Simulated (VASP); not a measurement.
# As (R-3m) in VASP: further runs

The runs below take As through vibrations by perturbation theory, elastic constants, single point, with PBEsol.

Everything below comes from runs of VASP 6.6.1. Logs are shortened: lines on timing, memory, paths and dates and some standing lists are left out, and cuts for length are marked.

### 1 The cell of the first run

Symmetry: R-3m, No. 166, trigonal system. The conventional cell has a = 3.762 Å, b = 3.762 Å, c = 10.542 Å, α = 90.00°, β = 90.00°, γ = 120.00°. As (site symmetry 3m) has 6 As at 2.51 to 3.14 Å within 3.3 Å.

### 2 Vibrations by perturbation theory, PBEsol

File INCAR:

```
PREC = Accurate ; ENCUT = 520
EDIFF = 1E-8 ; ISMEAR = -1
SIGMA = 0.05 ; LREAL = False
LASPH = True ; NELM = 60
ALGO = Normal ; ISIF = 2
LWAVE = False ; LCHARG = False
GGA = PS ; NBANDS = 12
IBRION = 8 ; NSW = 1
```

File KPOINTS:

```
Automatic mesh
0
Gamma
  9 9 9
```

File POSCAR:

```
As
1.0
    1.8807968987      1.0858785957      3.5140619945
   -1.8807968987      1.0858785957      3.5140619945
    0.0000000000     -2.1717571915      3.5140619945
As
2
Direct
    0.2260000000      0.2260000000      0.2260000000
    0.7740000000      0.7740000000      0.7740000000
```

Potentials or basis: VASP PAW PBE potentials, release 64 (As).

Run with:

```bash
cat potpaw_PBE.64/As/POTCAR > POTCAR
mpirun -np 1 vasp_std > vasp.out
```

OUTCAR:

```text
PREC = Accurate
   ENCUT = 520
   EDIFF = 1E-8
   ISMEAR = -1
   LREAL = False
   LASPH = True
   NELM = 60
   ISIF = 2
   GGA = PS
   IBRION = 8
   NSW = 1

 ion  position               nearest neighbor table
   1  0.226  0.226  0.226-   2 2.51   2 2.51   2 2.51
   2  0.774  0.774  0.774-   1 2.51   1 2.51   1 2.51

  LATTYP: Found a trigonal (rhomboedric) cell.
 ALAT       =     4.1310000000
 COS(alpha) =     0.5854247172

  Lattice vectors:

 A1 = (   1.8807968987,   1.0858785957,   3.5140619945)
 A2 = (  -1.8807968987,   1.0858785957,   3.5140619945)
 A3 = (   0.0000000000,  -2.1717571915,   3.5140619945)

Analysis of symmetry for initial positions (statically):
=====================================================================
 Subroutine PRICEL returns:
 Original cell was already a primitive cell.

 Routine SETGRP: Setting up the symmetry group for a
 trigonal (rhombohedral) supercell.

 Subroutine GETGRP returns: Found 12 space group operations
 (whereof 12 operations were pure point group operations)
 out of a pool of 12 trial point group operations.

The static configuration has the point symmetry D_3d.

Analysis of symmetry for dynamics (positions and initial velocities):
=====================================================================
 Subroutine PRICEL returns:
 Original cell was already a primitive cell.

 Routine SETGRP: Setting up the symmetry group for a
 trigonal (rhombohedral) supercell.

 Subroutine GETGRP returns: Found 12 space group operations
 (whereof 12 operations were pure point group operations)
 out of a pool of 12 trial point group operations.

The dynamic configuration has the point symmetry D_3d.

 Subroutine INISYM returns: Found 12 space group operations
 (whereof 12 operations are pure point group operations),
 and found     1 'primitive' translations

----------------------------------------------------------------------------------------

                                     Primitive cell

  volume of cell :      43.0610

  direct lattice vectors                    reciprocal lattice vectors
     1.880796899  1.085878596  3.514061995     0.265844760  0.153485544  0.094856987
    -1.880796899  1.085878596  3.514061995    -0.265844760  0.153485544  0.094856987
     0.000000000 -2.171757191  3.514061995     0.000000000 -0.306971087  0.094856987

  length of vectors
     4.131000000  4.131000000  4.131000000     0.321292852  0.321292852  0.321292852

  position of ions in fractional coordinates (direct lattice)
     0.226000000  0.226000000  0.226000000
     0.774000000  0.774000000  0.774000000

  ion indices of the primitive-cell ions
   primitive index   ion index
                 1           1
                 2           2

----------------------------------------------------------------------------------------

 KPOINTS: Automatic mesh

Automatic generation of k-mesh.
 Grid dimensions read from file:
 generate k-points for:    9    9    9

 Generating k-lattice:

  Cartesian coordinates                     Fractional coordinates (reciprocal lattice)
     0.029538307  0.017053949  0.010539665     0.111111111  0.000000000 -0.000000000
    -0.029538307  0.017053949  0.010539665     0.000000000  0.111111111 -0.000000000
     0.000000000 -0.034107899  0.010539665    -0.000000000 -0.000000000  0.111111111

  Length of vectors
     0.035699206  0.035699206  0.035699206

  Shift w.r.t. Gamma in fractional coordinates (k-lattice)
     0.000000000  0.000000000  0.000000000

 Subroutine IBZKPT returns following result:
 ===========================================

 Found     85 irreducible k-points:

 Following reciprocal coordinates:
            Coordinates               Weight
  0.000000  0.000000  0.000000      1.000000
  0.111111 -0.000000 -0.000000      6.000000
  0.222222 -0.000000 -0.000000      6.000000
  0.333333 -0.000000 -0.000000      6.000000
  0.444444 -0.000000 -0.000000      6.000000
  0.111111  0.111111 -0.000000      6.000000
[... 16 lines left out ...]
 -0.333333  0.333333  0.000000      6.000000
  0.444444  0.444444 -0.000000      6.000000
 [... further k-points ...]
   k-points           NKPTS =     85   k-points in BZ     NKDIM =     85   number of bands    NBANDS=     12
   number of dos      NEDOS =    301   number of ions     NIONS =      2
[... 20 lines left out ...]
   IBRION =      8    ionic relax: 0-MD 1-quasi-New 2-CG
   NFREE  =      0    steps in history (QN), initial steepest desc. (CG)
   ISIF   =      2    stress and relaxation
   ISYM   =      2    0-nonsym 1-usesym 2-fastsym
   POTIM  = 0.5000    time-step for ionic-motion
   TEBEG  =    0.0;   TEEND  =   0.0 temperature during run
   PSTRESS=    0.0 pullay stress
   NELECT =      10.0000    total number of electrons
   NUPDOWN=      -1.0000    fix difference up-down
   EMIN   =  10.00;   EMAX   =-10.00  energy-range for DOS
   EFERMI =   0.00;   METHOD = LEGACY
   ISMEAR =    -1;   SIGMA  =   0.05  broadening in eV -4-tet -1-fermi 0-gaus
   EFERMI_NEDOS =   21; number of points for ismear=-14 and -15
   IALGO  =     38    algorithm
   IMIX   =      4    mixing-type and parameters
     AMIX     =   0.40;   BMIX     =  1.00
     AMIX_MAG =   1.60;   BMIX_MAG =  1.00
  volume/ion in A,a.u.               =      21.53       145.29
  Fermi-wavevector in a.u.,A,eV,Ry     =   1.006268  1.901570 13.776916  1.012575
  Thomas-Fermi vector in A             =   2.138999
   LORBIT       =      0    0 simple, 1 ext, 2 COOP (PROOUT), +10 PAW based schemes
   GGA     = PS    functional components
   LHFCALC =     F    Hartree Fock is set to
   AEXX    =    0.0000 exact exchange contribution
   IVDW    =     0    specifies the selected vdW correction
   LEPSILON=     F    determine dielectric tensor
   LRPA    =     F    only Hartree local field effects (RPA)
 non-spin polarized calculation
  energy-cutoff  :      520.00
  volume of cell :       43.06
 maximum number of plane-waves:      1171
   NGX = 15   NGY = 15   NGZ = 15

--------------------------------------- Ionic step        1  -------------------------------------------

 number of electron      10.0000000 magnetization

 Free energy of the ion-electron system (eV)
  ---------------------------------------------------
  ext. energy  EPLUGINS =         0.00000000
  ---------------------------------------------------
  free energy    TOTEN  =       -10.20481692 eV

  energy without entropy =      -10.20328275  energy(sigma->0) =      -10.20404983

 E-fermi :   5.3199     XC(G=0): -10.1057

 val. band max:        5.2710806559   @ k =   0.3333   0.2222   0.2222
 cond. band min:       5.3340881608   @ k =   0.4444   0.3333   0.3333
 fundamental gap:      0.0630075048
 Fermi energy:         5.3198724688

 k-point     1 :       0.0000    0.0000    0.0000
  band No.  band energies     occupation
      1      -9.7469      2.00000
      2      -0.4459      2.00000
      3       2.8518      2.00000
      4       3.3028      2.00000
      5       3.3028      2.00000
      6       6.8928      0.00000
      7       8.2255      0.00000
      8       8.2255      0.00000
      9      12.1655      0.00000
     10      12.1655      0.00000
     11      12.6778      0.00000
     12      14.0723      0.00000
[... 331 lines left out ...]
 k-point    24 :       0.4444    0.4444   -0.0000
  band No.  band energies     occupation
      1      -7.1527      2.00000
      2      -4.2438      2.00000
      3      -0.5249      2.00000
      4       1.2257      2.00000
      5       1.2292      2.00000
      6       6.7209      0.00000
      7      10.7293      0.00000
      8      12.0841      0.00000
      9      12.1802      0.00000
     10      15.7893      0.00000
     11      16.6946      0.00000
     12      18.0541      0.00000

 [... further k-points ...]

------------------------ aborting loop because EDIFF is reached ----------------------------------------

  FORCE on cell =-STRESS in cart. coord.  units (eV):
  Direction    XX          YY          ZZ          XY          YZ          ZX
  --------------------------------------------------------------------------------------
  -------------------------------------------------------------------------------------
  Total        0.2630251      0.2630251      0.0257238     -0.0000000     -0.0000000      0.0000000
  in kB        9.7864213      9.7864213      0.9571099     -0.0000000     -0.0000000      0.0000000
  external PRESSURE =       6.8433175 kB  Pullay stress =       0.0000000 kB

 VOLUME and BASIS-vectors are now :
 -----------------------------------------------------------------------------
  energy-cutoff  :      520.00
  volume of cell :       43.06
      direct lattice vectors                 reciprocal lattice vectors
     1.880796899  1.085878596  3.514061995     0.265844760  0.153485544  0.094856987
    -1.880796899  1.085878596  3.514061995    -0.265844760  0.153485544  0.094856987
     0.000000000 -2.171757191  3.514061995     0.000000000 -0.306971087  0.094856987

 POSITION                                       TOTAL-FORCE (eV/Angst)
 -----------------------------------------------------------------------------------
      0.00000     -0.00000      2.38253         0.000000     -0.000000      0.439962
      0.00000     -0.00000      8.15965         0.000000      0.000000     -0.439962
 -----------------------------------------------------------------------------------
    total drift:                               -0.000000     -0.000000      0.000000

  FREE ENERGIE OF THE ION-ELECTRON SYSTEM (eV)
  ---------------------------------------------------
  free  energy   TOTEN  =       -10.2048169178 eV

  energy  without entropy=      -10.2032827504  energy(sigma->0) =      -10.20404983

[... ionic steps 2 to 3 ...]

--------------------------------------- Ionic step        4  -------------------------------------------

------------------------ aborting loop because EDIFF is reached ----------------------------------------

[... ionic steps 5 to 5 ...]

--------------------------------------- Ionic step        6  -------------------------------------------

 Free energy of the ion-electron system (eV)
  ---------------------------------------------------
  ---------------------------------------------------
  free energy    TOTEN  =        -0.04084858 eV

  energy without entropy =       -0.04084962

------------------------ aborting loop because EDIFF is reached ----------------------------------------

 INTERNAL STRAIN TENSOR  FOR ION    1  DIRECTION 3   (eV/Angst):
 -----------------------------------------------------------------------------
    -5.88491  0.00000  0.00000
    -0.00000 -5.88491  0.00000
     0.00000  0.00000 -9.06605

 INTERNAL STRAIN TENSOR FOR ION    2 for displacements in x,y,z  (eV/Angst):
          X           Y           Z          XY          YZ          ZX
  --------------------------------------------------------------------------------
  x    -0.00000     0.00000    -0.00000    -2.81537    -0.00000     7.15810
  y    -2.81537     2.81537    -0.00000    -0.00000     7.25712     0.00000
  z     5.88491     5.88491     9.06605    -0.00000    -0.00000     0.00000

 SECOND DERIVATIVES (NOT SYMMETRIZED)
 ------------------------------------
               1X          1Y          1Z          2X          2Y          2Z
  1X    -5.559465    0.000000    0.000000    5.559465   -0.000000    0.000000
  1Y     0.000000   -5.559465    0.000000   -0.000000    5.559465   -0.000000
  1Z     0.000000    0.000000   -9.178468    0.000000   -0.000000    9.178468
  2X     5.559465   -0.000000    0.000000   -5.559465    0.000000    0.000000
  2Y    -0.000000    5.559465   -0.000000    0.000000   -5.559465    0.000000
  2Z     0.000000   -0.000000    9.178468    0.000000    0.000000   -9.178468

 Eigenvectors and eigenvalues of the dynamical matrix
 ----------------------------------------------------

   1 f  =    7.738310 THz    48.621239 2PiTHz  258.122254 cm-1    32.003066 meV
             X         Y         Z           dx          dy          dz
      0.000000 -0.000000  2.382534     0.000000   -0.000000    0.707107
      0.000000 -0.000000  8.159652    -0.000000    0.000000   -0.707107
[... 16 lines left out ...]
   5 f  =    0.000000 THz     0.000000 2PiTHz    0.000002 cm-1     0.000000 meV
             X         Y         Z           dx          dy          dz
      0.000000 -0.000000  2.382534    -0.581439    0.356582    0.186488
      0.000000 -0.000000  8.159652    -0.581439    0.356582    0.186488

   6 f/i=    0.000000 THz     0.000001 2PiTHz    0.000003 cm-1     0.000000 meV
             X         Y         Z           dx          dy          dz
      0.000000 -0.000000  2.382534    -0.066804    0.237616   -0.662628
      0.000000 -0.000000  8.159652    -0.066804    0.237616   -0.662628

--------------------------------------------------------------------------------------------------------

 ELASTIC MODULI CONTR FROM IONIC RELAXATION (kBar)
 Direction    XX          YY          ZZ          XY          YZ          ZX
 --------------------------------------------------------------------------------
 XX        -193.4375    -87.3429   -216.2793      0.0000    136.7391     -0.0000
 YY         -87.3429   -193.4375   -216.2793     -0.0000   -136.7391      0.0000
 ZZ        -216.2793   -216.2793   -333.1909     -0.0000      0.0000      0.0000
 XY           0.0000     -0.0000     -0.0000    -53.0473     -0.0000    134.8735
 YZ         136.7391   -136.7391      0.0000     -0.0000   -352.4698      0.0000
 ZX          -0.0000      0.0000      0.0000    134.8735      0.0000   -342.9174
 --------------------------------------------------------------------------------
```

It took 2.7 min on 1 thread of AMD EPYC 9R45 (Zen 5), shared host; peak memory 0.45 GiB.

What came out:

```
Highest phonon frequency at Γ : 258 cm⁻¹
```

Phonon frequencies in cm⁻¹ (negative: imaginary):
| q point | frequencies |
| --- | --- |
| (0.000, 0.000, 0.000) | 0 0 0 201 201 258 |

Caveat: the PAW data sets were made with another functional, which shifts forces and pressure a little.

### 3 Elastic constants, PBEsol

File INCAR:

```
SYSTEM = As
PREC = Accurate
ENCUT = 600
EDIFF = 1E-8
ISMEAR = -1
SIGMA = 0.05
LREAL = .FALSE.
LASPH = .TRUE.
NELM = 80
ALGO = Normal
ISIF = 3
LWAVE = .FALSE.
LCHARG = .FALSE.
GGA = PS
NBANDS = 12
IBRION = 6
NFREE = 2
POTIM = 0.015
NSW = 1
```

File KPOINTS:

```
Automatic mesh
0
G
  7 7 7
  0 0 0
```

POSCAR is that of step 2.

Potentials or basis: VASP PAW PBE potentials, release 64 (As).

Run with:

```bash
cat potpaw_PBE.64/As/POTCAR > POTCAR
mpirun -np 1 vasp_std > vasp.out
```

Run time: 7.1 min. Hardware: 1 thread of AMD EPYC 9R45 (Zen 5), shared host; peak memory 0.32 GiB.

The run converged. Its results:

```
Voigt bulk modulus            : 61 GPa
Highest phonon frequency at Γ : 258 cm⁻¹
```

Phonon frequencies in cm⁻¹ (negative: imaginary):
| q point | frequencies |
| --- | --- |
| (0.000, 0.000, 0.000) | 0 0 0 198 198 258 |

Elastic tensor in Voigt notation (GPa, in the Cartesian axes of the cell as first typed):
```
126  60  37 -18   0   0
 60 126  37  18   0   0
 37  37  32   0   0   0
-18  18   0  34   0   0
  0   0   0   0  34 -18
  0   0   0   0 -18  33
```

Clamped-ion elastic tensor (GPa):
```
146  67  58 -34   0   0
 67 146  58  34   0   0
 58  58  66   0   0   0
-34  34   0  71   0   0
  0   0   0   0  71 -34
  0   0   0   0 -34  40
```

Caveat: the PAW data sets were made with another functional, which shifts forces and pressure a little.

### 4 Single point, PBEsol

POSCAR is that of step 3.

File INCAR.step1:

```
PREC     = Accurate       # precision mode
ENCUT    = 520            # plane-wave cutoff, eV
EDIFF    = 1E-6           # SCF threshold, eV
ISMEAR   = -1             # smearing method
SIGMA    = 0.05           # smearing width, eV
LREAL    = False          # projectors in reciprocal space
LASPH    = True           # aspherical terms in the spheres
NELM     = 80             # most SCF steps
ALGO     = Normal         # electronic algorithm
ISIF     = 2              # what is computed and relaxed
LWAVE    = False          # write WAVECAR
LCHARG   = True           # write CHGCAR
GGA      = PS             # functional
NBANDS   = 12             # bands
```

File KPOINTS.step1:

```
Automatic mesh
0
Gamma
  8 8 8
```

File INCAR.step2:

```
PREC     = Accurate       # precision mode
ENCUT    = 520            # plane-wave cutoff, eV
EDIFF    = 1E-6           # SCF threshold, eV
ISMEAR   = -5             # smearing method
SIGMA    = 0.05           # smearing width, eV
LREAL    = False          # projectors in reciprocal space
LASPH    = True           # aspherical terms in the spheres
NELM     = 80             # most SCF steps
ALGO     = Normal         # electronic algorithm
ISIF     = 2              # what is computed and relaxed
LWAVE    = False          # write WAVECAR
LCHARG   = False          # write CHGCAR
GGA      = PS             # functional
LORBIT   = 10             # projections on sites
NBANDS   = 12             # bands
NEDOS    = 1001           # points of the DOS
ICHARG   = 11             # starting density
```

File KPOINTS.step2:

```
Automatic mesh
0
Gamma
  12 12 12
```

Run with:

```bash
cat potpaw_PBE.64/As/POTCAR > POTCAR
cp INCAR.step1 INCAR
cp KPOINTS.step1 KPOINTS
mpirun -np 1 vasp_std > vasp.out
cp INCAR.step2 INCAR
cp KPOINTS.step2 KPOINTS
mpirun -np 1 vasp_std > vasp.out
```

Run time: 53 s. Hardware: 1 thread of Intel Xeon Platinum 8259CL at 2.50GHz (Skylake/Cascade Lake), shared host; peak memory 0.22 GiB.

It converged, with:

* Valence electrons inside the program's atomic spheres: As 2.71

Levels at points of the mesh, in eV from the Fermi level:
| k point | band 2 | band 3 | band 4 | band 5 | band 6 | band 7 | band 8 | band 9 |
| --- | --- | --- | --- | --- | --- | --- | --- | --- |
| (0.00, 0.00, 0.00) | -5.73 | -2.43 | -1.98 | -1.98 | 1.62 | 2.95 | 2.95 | 6.89 |
| (0.50, 0.00, 0.00) | -11.06 | -2.82 | -2.75 | -0.32 | -0.31 | 0.40 | 1.46 | 8.91 |
| (0.50, 0.50, 0.00) | -9.70 | -5.93 | -4.15 | -4.10 | 1.40 | 5.54 | 6.94 | 7.35 |
| (0.50, 0.50, 0.50) | -9.91 | -1.73 | -1.73 | -0.63 | 0.83 | 0.83 | 1.93 | 7.95 |

Caveat: the PAW data sets were made with another functional, which shifts forces and pressure a little; tetrahedron occupations give inexact forces and stress in metals.
